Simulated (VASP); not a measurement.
Write the native input for VASP 6.6.1 that does the following.

- Task: single point
- Functional: PBEsol
- Potentials or basis: VASP PAW PBE potentials, release 64 (Ga_d)
- Cutoff: 520 eV
- k mesh: 11 × 11 × 14
- Occupations: fermi-dirac, width 0.1 eV
- Spin: no spin polarisation
- Dipole correction: no
- Further INCAR settings: ALGO = Normal; EDIFF = 1e-07; NBANDS = 26

The structure of Ga lies in POSCAR:

```
Ga
1.0
    4.6077831012      0.0000000000      0.0000000000
   -2.3038915506      3.9904572208      0.0000000000
    0.0000000000      0.0000000000      2.9467625936
Ga
3
Direct
    1.0000000000      1.0000000000      0.0000000000
    0.3333333333      0.6666666667      0.5000000000
    0.6666666667      0.3333333333      0.5000000000
```

The input as run:

INCAR

```
ALGO = Normal
EDIFF = 1E-7
ENCUT = 520
GGA = PS
ISIF = 2
ISMEAR = -1
LASPH = True
LCHARG = False
LREAL = False
LWAVE = False
NBANDS = 26
NELM = 80
PREC = Accurate
SIGMA = 0.1
```

KPOINTS

```
k-points
0
Gamma
  11 11 14
```

Potentials or basis: VASP PAW PBE potentials, release 64 (Ga_d).

Command:

```bash
$ cat potpaw_PBE.64/Ga_d/POTCAR > POTCAR
$ mpirun -np 1 vasp_std > vasp.out
```

Results of the run:

- Pressure: 0.2 GPa

Caveat: the PAW data sets were made with another functional, which shifts forces and pressure a little.

It took 71 s on 1 thread of Intel(R) Xeon(R) 6975P-C (Granite Rapids), with other jobs on the host, peak memory 0.27 GiB.
